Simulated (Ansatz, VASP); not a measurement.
**ZrB2 in VASP and in Ansatz**

```
Zr B
1.0
     3.18596    0.00000    0.00000
    -1.59298    2.75912    0.00000
     0.00000    0.00000    3.54331
Zr B
1 2
Direct
  0.00000 0.00000 0.00000
  0.33333 0.66667 0.50000
  0.66667 0.33333 0.50000
```

Change from the starting cell: volume scaled by 1.02.

Alike in both runs: task single point; functional LDA; k mesh 13 × 13 × 10; occupations fermi-dirac, width 0.03 eV; no spin polarisation.

```csv
,VASP,Ansatz
version,VASP 6.6.1,Ansatz 0.2.0
potentials or method,"VASP PAW LDA potentials, release 64 (Zr_sv, B), cutoff 520 eV","all-electron LAPW, scalar-relativistic"
```

```csv
,VASP,Ansatz,Ansatz less VASP
pressure (GPa),-11.3,-11.7,-0.43
"traceless stress, the component that is largest in VASP (GPa)",1.08,1.09,+0.008
```

LDA's correlation is that of Perdew and Zunger in VASP and of Perdew and Wang (1992) in Ansatz. Ansatz ran all-electron here, and VASP with PAW potentials.
